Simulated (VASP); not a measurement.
# LiF (Fm-3m) in VASP: notebook

LiF is run at these levels: r2SCAN, PBE; tasks: single point.

All numbers are computed with VASP 6.6.1; they aren't measurements. Logs are shortened: lines on timing, memory, paths and dates and some standing lists are left out, and cuts for length are marked.

## Step 1: The cell of the first run

It takes space group Fm-3m (No. 225, cubic). The conventional cell has a = 4.010 Å, b = 4.010 Å, c = 4.010 Å, α = 90.00°, β = 90.00°, γ = 90.00°. Within 2.7 Å of Li (site symmetry m-3m) lie 6 F at 2.00 Å. Within 2.7 Å of F (site symmetry m-3m) lie 6 Li at 2.00 Å.

## Step 2: Single point, r2SCAN

POSCAR

```
LiF
1.0
    0.0000000000      2.0050000000      2.0050000000
    2.0050000000      0.0000000000      2.0050000000
    2.0050000000      2.0050000000      0.0000000000
Li F
1 1
Direct
    0.0000000000      0.0000000000      0.0000000000
    0.5000000000      0.5000000000      0.5000000000
```

INCAR.step1

```
PREC = Accurate
ENCUT = 830
ISMEAR = 0
SIGMA = 0.01
LREAL = F
LASPH = T
NELM = 120
NBANDS = 12
GGA = PE
ALGO = Normal
EDIFF = 1E-5
LWAVE = T
LCHARG = F
GGA_COMPAT = F
```

INCAR.step2

```
PREC = Accurate
ENCUT = 830
EDIFF = 1E-6
ISMEAR = 0
SIGMA = 0.01
LREAL = F
LASPH = T
NELM = 120
ALGO = Normal
ISIF = 2
LWAVE = F
LCHARG = T
METAGGA = R2SCAN
LMIXTAU = T
LELF = T
LVHAR = T
NBANDS = 12
ISTART = 1
GGA_COMPAT = F
```

KPOINTS

```
Automatic mesh
0
Gamma
  4 4 4
```

Potentials or basis: VASP PAW PBE potentials, release 64 (Li_sv, F).

The run is started by

```bash
$ cat potpaw_PBE.64/Li_sv/POTCAR potpaw_PBE.64/F/POTCAR > POTCAR
$ cp INCAR.step1 INCAR
$ mpirun -np 1 vasp_std > vasp.out
$ cp INCAR.step2 INCAR
$ mpirun -np 1 vasp_std > vasp.out
```

OUTCAR:

```text
PREC = Accurate
   ENCUT = 830
   EDIFF = 1E-6
   ISMEAR = 0
   LREAL = F
   LASPH = T
   NELM = 120
   ISIF = 2
   METAGGA = R2SCAN
   ISTART = 1

 ion  position               nearest neighbor table
   1  0.000  0.000  0.000-   2 2.00   2 2.00   2 2.00   2 2.00   2 2.00   2 2.00
   2  0.500  0.500  0.500-   1 2.00   1 2.00   1 2.00   1 2.00   1 2.00   1 2.00

  LATTYP: Found a face centered cubic cell.
 ALAT       =     4.0100000000

  Lattice vectors:

 A1 = (   0.0000000000,   2.0050000000,   2.0050000000)
 A2 = (   2.0050000000,   0.0000000000,   2.0050000000)
 A3 = (   2.0050000000,   2.0050000000,   0.0000000000)

Analysis of symmetry for initial positions (statically):
[... 5 lines left out ...]
 face centered cubic supercell.

 Subroutine GETGRP returns: Found 48 space group operations
 (whereof 48 operations were pure point group operations)
 out of a pool of 48 trial point group operations.

The static configuration has the point symmetry O_h .

Analysis of symmetry for dynamics (positions and initial velocities):
[... 5 lines left out ...]
 face centered cubic supercell.

 Subroutine GETGRP returns: Found 48 space group operations
 (whereof 48 operations were pure point group operations)
 out of a pool of 48 trial point group operations.

The dynamic configuration has the point symmetry O_h .

 Subroutine INISYM returns: Found 48 space group operations
 (whereof 48 operations are pure point group operations),
 and found     1 'primitive' translations

----------------------------------------------------------------------------------------

                                     Primitive cell

  volume of cell :      16.1203

  direct lattice vectors                    reciprocal lattice vectors
     0.000000000  2.005000000  2.005000000    -0.249376559  0.249376559  0.249376559
     2.005000000  0.000000000  2.005000000     0.249376559 -0.249376559  0.249376559
     2.005000000  2.005000000  0.000000000     0.249376559  0.249376559 -0.249376559

  length of vectors
     2.835498193  2.835498193  2.835498193     0.431932870  0.431932870  0.431932870

  position of ions in fractional coordinates (direct lattice)
     0.000000000  0.000000000  0.000000000
     0.500000000  0.500000000  0.500000000

  ion indices of the primitive-cell ions
   primitive index   ion index
                 1           1
                 2           2

----------------------------------------------------------------------------------------

 KPOINTS: Automatic mesh

Automatic generation of k-mesh.
 Grid dimensions read from file:
 generate k-points for:    4    4    4

 Generating k-lattice:

  Cartesian coordinates                     Fractional coordinates (reciprocal lattice)
    -0.062344140  0.062344140  0.062344140     0.250000000  0.000000000  0.000000000
     0.062344140 -0.062344140  0.062344140     0.000000000  0.250000000  0.000000000
     0.062344140  0.062344140 -0.062344140     0.000000000  0.000000000  0.250000000

  Length of vectors
     0.107983217  0.107983217  0.107983217

  Shift w.r.t. Gamma in fractional coordinates (k-lattice)
     0.000000000  0.000000000  0.000000000

 Subroutine IBZKPT returns following result:
 ===========================================

 Found      8 irreducible k-points:

 Following reciprocal coordinates:
            Coordinates               Weight
  0.000000  0.000000  0.000000      1.000000
  0.250000  0.000000  0.000000      8.000000
  0.500000  0.000000  0.000000      4.000000
  0.250000  0.250000  0.000000      6.000000
  0.500000  0.250000  0.000000     24.000000
 -0.250000  0.250000  0.000000     12.000000
  0.500000  0.500000  0.000000      3.000000
 -0.250000  0.500000  0.250000      6.000000
   k-points           NKPTS =      8   k-points in BZ     NKDIM =      8   number of bands    NBANDS=     12
   number of dos      NEDOS =    301   number of ions     NIONS =      2
   total plane-waves  NPLWV =  21952
   dimension x,y,z NGX =    28 NGY =   28 NGZ =   28
   dimension x,y,z NGXF=    56 NGYF=   56 NGZF=   56
   ions per type =               1   1
   NGX,Y,Z   is equivalent  to a cutoff of  16.42, 16.42, 16.42 a.u.
   NGXF,Y,Z  is equivalent  to a cutoff of  32.83, 32.83, 32.83 a.u.
 SYSTEM =  unknown system
   PREC   = accura    normal or accurate (medium, high low for compatibility)
   ISTART =      1    job   : 0-new  1-cont  2-samecut
   ICHARG =      0    charge: 1-file 2-atom 10-const
   ISPIN  =      1    spin polarized calculation?
   LNONCOLLINEAR =      F non collinear calculations
   LSORBIT =      F    spin-orbit coupling
   LASPH  =      T    aspherical Exc in radial PAW
   ENCUT  =  830.0 eV  61.00 Ry    7.81 a.u.   6.66  6.66  6.66*2*pi/ulx,y,z
   NELM   =    120;   NELMIN=  2; NELMDL=  0     # of ELM steps
   EDIFF  = 0.1E-05   stopping-criterion for ELM
   LREAL  =      F    real-space projection
   EDIFFG = 0.1E-04   stopping-criterion for IOM
   NSW    =      0    number of steps for IOM
   IBRION =     -1    ionic relax: 0-MD 1-quasi-New 2-CG
   NFREE  =      0    steps in history (QN), initial steepest desc. (CG)
   ISIF   =      2    stress and relaxation
   ISYM   =      2    0-nonsym 1-usesym 2-fastsym
   POTIM  = 0.5000    time-step for ionic-motion
   TEBEG  =    0.0;   TEEND  =   0.0 temperature during run
   PSTRESS=    0.0 pullay stress
   NELECT =      10.0000    total number of electrons
   NUPDOWN=      -1.0000    fix difference up-down
   EMIN   =  10.00;   EMAX   =-10.00  energy-range for DOS
   EFERMI =   0.00;   METHOD = LEGACY
   ISMEAR =     0;   SIGMA  =   0.01  broadening in eV -4-tet -1-fermi 0-gaus
   EFERMI_NEDOS =   21; number of points for ismear=-14 and -15
   IALGO  =     38    algorithm
   IMIX   =      4    mixing-type and parameters
     AMIX     =   0.40;   BMIX     =  1.00
     AMIX_MAG =   1.60;   BMIX_MAG =  1.00
  volume/ion in A,a.u.               =       8.06        54.39
  Fermi-wavevector in a.u.,A,eV,Ry     =   1.396209  2.638453 26.523194  1.949400
  Thomas-Fermi vector in A             =   2.519586
   LORBIT       =      0    0 simple, 1 ext, 2 COOP (PROOUT), +10 PAW based schemes
   METAGGA = R2SCAN    functional components
   LHFCALC =     F    Hartree Fock is set to
   AEXX    =    0.0000 exact exchange contribution
   IVDW    =     0    specifies the selected vdW correction
   LEPSILON=     F    determine dielectric tensor
   LRPA    =     F    only Hartree local field effects (RPA)
 non-spin polarized calculation
 Gauss-broadening in eV      SIGMA  =   0.01
  energy-cutoff  :      830.00
  volume of cell :       16.12
 maximum number of plane-waves:       893
 NGX is ok and might be reduce to    28
   NGX = 13   NGY = 13   NGZ = 13

 number of electron      10.0000004 magnetization

 Free energy of the ion-electron system (eV)
  ---------------------------------------------------
  ext. energy  EPLUGINS =         0.00000000
  ---------------------------------------------------
  free energy    TOTEN  =       -11.90500123 eV

  energy without entropy =      -11.90500123  energy(sigma->0) =      -11.90500123

 E-fermi :  -1.3399     XC(G=0): -10.6152

 val. band max:       -1.5706165227   @ k =   0.0000   0.0000   0.0000
 cond. band min:       8.8149746957   @ k =   0.0000   0.0000   0.0000
 fundamental gap:     10.3855912184
 Fermi energy:        -1.3399115641

 k-point     1 :       0.0000    0.0000    0.0000
  band No.  band energies     occupation
      1     -43.5853      2.00000
      2     -22.7016      2.00000
      3      -1.5706      2.00000
      4      -1.5706      2.00000
      5      -1.5706      2.00000
      6       8.8150      0.00000
      7      24.0589      0.00000
      8      24.0589      0.00000
      9      24.0589      0.00000
     10      24.6577      0.00000
     11      24.6577      0.00000
     12      24.6578      0.00000

 k-point     2 :       0.2500    0.0000    0.0000
  band No.  band energies     occupation
      1     -43.5551      2.00000
      2     -22.4969      2.00000
      3      -2.9376      2.00000
      4      -1.6972      2.00000
      5      -1.6972      2.00000
      6      10.0199      0.00000
      7      17.7918      0.00000
      8      20.7157      0.00000
      9      20.7157      0.00000
     10      27.4796      0.00000
     11      27.5007      0.00000
     12      27.5007      0.00000

 k-point     3 :       0.5000    0.0000    0.0000
  band No.  band energies     occupation
      1     -43.5250      2.00000
      2     -22.2771      2.00000
      3      -4.1035      2.00000
      4      -1.8167      2.00000
      5      -1.8167      2.00000
      6      10.3397      0.00000
      7      16.7247      0.00000
      8      18.9652      0.00000
      9      18.9652      0.00000
     10      30.9206      0.00000
     11      31.1775      0.00000
     12      31.1775      0.00000

 k-point     4 :       0.2500    0.2500    0.0000
  band No.  band energies     occupation
      1     -43.5464      2.00000
      2     -22.3997      2.00000
      3      -3.0011      2.00000
      4      -2.0952      2.00000
      5      -2.0952      2.00000
      6      11.1342      0.00000
      7      18.2972      0.00000
      8      19.9657      0.00000
      9      20.8114      0.00000
     10      20.8114      0.00000
     11      33.5844      0.00000
     12      33.5844      0.00000

 k-point     5 :       0.5000    0.2500    0.0000
  band No.  band energies     occupation
      1     -43.5176      2.00000
      2     -22.1455      2.00000
      3      -3.9687      2.00000
      4      -2.7575      2.00000
      5      -2.2215      2.00000
      6      12.6425      0.00000
      7      15.5980      0.00000
      8      18.9643      0.00000
      9      19.7711      0.00000
     10      24.1217      0.00000
     11      33.4870      0.00000
     12      33.8703      0.00000

 k-point     6 :      -0.2500    0.2500    0.0000
  band No.  band energies     occupation
      1     -43.5263      2.00000
      2     -22.2504      2.00000
      3      -3.4394      2.00000
      4      -2.9294      2.00000
      5      -1.8328      2.00000
      6      11.7555      0.00000
      7      15.5298      0.00000
      8      19.6251      0.00000
      9      19.7441      0.00000
     10      28.8115      0.00000
     11      29.1406      0.00000
     12      29.6571      0.00000

 k-point     7 :       0.5000    0.5000    0.0000
  band No.  band energies     occupation
      1     -43.5101      2.00000
      2     -22.0089      2.00000
      3      -4.6297      2.00000
      4      -2.5975      2.00000
      5      -2.5975      2.00000
      6      14.6176      0.00000
      7      15.9526      0.00000
      8      17.6897      0.00000
      9      20.5036      0.00000
     10      20.5036      0.00000
     11      33.5731      0.00000
     12      38.3518      0.00000

 k-point     8 :      -0.2500    0.5000    0.2500
  band No.  band energies     occupation
      1     -43.5088      2.00000
      2     -22.0373      2.00000
      3      -3.6879      2.00000
      4      -3.6879      2.00000
      5      -2.3793      2.00000
      6      14.7916      0.00000
      7      14.7916      0.00000
      8      17.4363      0.00000
      9      19.6359      0.00000
     10      27.6600      0.00000
     11      27.6600      0.00000
     12      34.3242      0.00000

------------------------ aborting loop because EDIFF is reached ----------------------------------------

  FORCE on cell =-STRESS in cart. coord.  units (eV):
  Direction    XX          YY          ZZ          XY          YZ          ZX
  --------------------------------------------------------------------------------------
  -------------------------------------------------------------------------------------
  Total       -0.1424861     -0.1424861     -0.1424861      0.0000000     -0.0000000     -0.0000000
  in kB      -14.1615202    -14.1615202    -14.1615202      0.0000000     -0.0000000     -0.0000000
  external PRESSURE =     -14.1615202 kB  Pullay stress =       0.0000000 kB

 VOLUME and BASIS-vectors are now :
 -----------------------------------------------------------------------------
  energy-cutoff  :      830.00
  volume of cell :       16.12
      direct lattice vectors                 reciprocal lattice vectors
     0.000000000  2.005000000  2.005000000    -0.249376559  0.249376559  0.249376559
     2.005000000  0.000000000  2.005000000     0.249376559 -0.249376559  0.249376559
     2.005000000  2.005000000  0.000000000     0.249376559  0.249376559 -0.249376559

 POSITION                                       TOTAL-FORCE (eV/Angst)
 -----------------------------------------------------------------------------------
      0.00000      0.00000      0.00000        -0.000000      0.000000     -0.000000
      2.00500      2.00500      2.00500         0.000000     -0.000000      0.000000
 -----------------------------------------------------------------------------------
    total drift:                                0.000000      0.000000      0.000000

  FREE ENERGIE OF THE ION-ELECTRON SYSTEM (eV)
  ---------------------------------------------------
  free  energy   TOTEN  =       -11.9050012343 eV

  energy  without entropy=      -11.9050012343  energy(sigma->0) =      -11.90500123
```

Wall time 20 s (1 thread of Intel Xeon Platinum 8488C (Sapphire Rapids), shared host); peak memory 0.15 GiB.

What came out:

```
Free energy            : -11.9050 eV
Pressure               : -1.4 GPa
Band gap on the k mesh : 10.39 eV, direct
```

Caveat: the k points lie up to 0.68 Å⁻¹ apart; the PAW data sets were made with another functional, which shifts forces and pressure a little. r2SCAN opens gaps a little over a GGA but as a rule still falls short of measured ones.

(Part 1 of 2 ends here.)
